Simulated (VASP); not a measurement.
Wanted: the native input for a VASP 6.6.1 run.

| Item | Value |
| --- | --- |
| Task | relaxation of cell and atoms |
| Functional | PBEsol |
| Potentials or basis | VASP PAW PBE potentials, release 64 (Pt, Se) |
| Cutoff | 600 eV |
| k mesh | 4 × 4 × 6 |
| Occupations | fermi-dirac, width 0.02 eV |
| Spin | no spin polarisation |
| Dipole correction | no |
| Further INCAR settings | ALGO = Normal; EDIFF = 1e-07; IBRION = 2; EDIFFG = -0.005; NSW = 80; ISIF = 3 |

The structure of PtSe2 lies in POSCAR:

```
PtSe2
1.0
    5.8008420823      0.0000000000      0.0000000000
    0.0000000000      5.8008420823      0.0000000000
    0.0000000000      0.0000000000      4.0086147336
Pt Se
2 4
Direct
    0.0000000000      0.0000000000      0.0000000000
    0.5000000000      0.5000000000      0.5000000000
    0.3100953453      0.3100953453      0.0000000000
    0.1899046547      0.8100953453      0.5000000000
    0.8100953453      0.1899046547      0.5000000000
    0.6899046547      0.6899046547      0.0000000000
```

One way to write it, as run:

INCAR

```
  PREC = Accurate
  ENCUT = 600
  EDIFF = 1E-7
  ISMEAR = -1
  SIGMA = 0.02
  LREAL = False
  LASPH = True
  NELM = 60
  ALGO = Normal
  ISIF = 3
  LWAVE = False
  LCHARG = False
  GGA = PS
  IBRION = 2
  NSW = 80
  EDIFFG = -0.005
```

KPOINTS

```
Automatic mesh
0
Gamma
  4 4 6
```

Potentials or basis: VASP PAW PBE potentials, release 64 (Pt, Se).

Command:

```bash
$ cat potpaw_PBE.64/Pt/POTCAR potpaw_PBE.64/Se/POTCAR > POTCAR
$ mpirun -np 1 vasp_std > vasp.out
```

It gave:

| Quantity | Value |
| --- | --- |
| Relaxed volume | 21.51 Å³/atom |
| Relaxed cell | a = 5.699 Å, b = 5.699 Å, c = 3.973 Å, α = 90.00°, β = 90.00°, γ = 90.00° |
| Space group after relaxing (to 0.1 Å) | P4_2/mnm (No. 136) |
| Energy gained by relaxing | 13.6 meV/atom |
| Ionic steps | 10 |
| Pressure after relaxing | 0.0 GPa |
| Band gap on the k mesh | zero (bands 22 and 23 overlap by 0.41 eV) |

Caveat: the structure was generated, so it needn't be the stable form of PtSe2; the PAW data sets were made with another functional, which shifts forces and pressure a little; spin-orbit coupling is left out, which moves the levels of the heavy elements.

Wall time 5.2 min on 1 thread of AMD EPYC 9R45 (Zen 5), with other jobs on the host, peak memory 0.3 GiB.
